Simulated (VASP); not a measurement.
A run of VASP 6.6.1 is set up as follows.

Contents of INCAR:

```
SYSTEM = SnTe
PREC     = Accurate       ! precision mode
ENCUT    = 520            ! plane-wave cutoff, eV
EDIFF    = 1E-6           ! SCF threshold, eV
ISMEAR   = -1             ! smearing method
SIGMA    = 0.02           ! smearing width, eV
LREAL    = .FALSE.        ! projectors in reciprocal space
LASPH    = .TRUE.         ! aspherical terms in the spheres
NELM     = 60             ! most SCF steps
ALGO     = Normal         ! electronic algorithm
ISIF     = 2              ! what is computed and relaxed
LWAVE    = .FALSE.        ! write WAVECAR
LCHARG   = .FALSE.        ! write CHGCAR
GGA      = PE             ! functional
NBANDS   = 17             ! bands
```

The input KPOINTS:

```
regular mesh
0
G
  6 6 6
  0 0 0
```

Contents of POSCAR:

```
SnTe
1.0
    0.0000000000      3.1747877485      3.1747877485
    3.1747877485      0.0000000000      3.1747877485
    3.1747877485      3.1747877485      0.0000000000
Sn Te
1 1
Direct
    0.0000000000      0.0000000000      0.0000000000
    0.5000000000      0.5000000000      0.5000000000
```

Potentials or basis: VASP PAW PBE potentials, release 64 (Sn_d, Te).

Command:

```sh
$ cat potpaw_PBE.64/Sn_d/POTCAR potpaw_PBE.64/Te/POTCAR > POTCAR
$ mpirun -np 1 vasp_std > vasp.out
```

Estimate the pressure.

1.1 GPa.

Predict the band gap on the k mesh.

0.03 eV, direct.

Caveat: spin-orbit coupling is left out, which moves the levels of the heavy elements. A k mesh can miss the band edges.
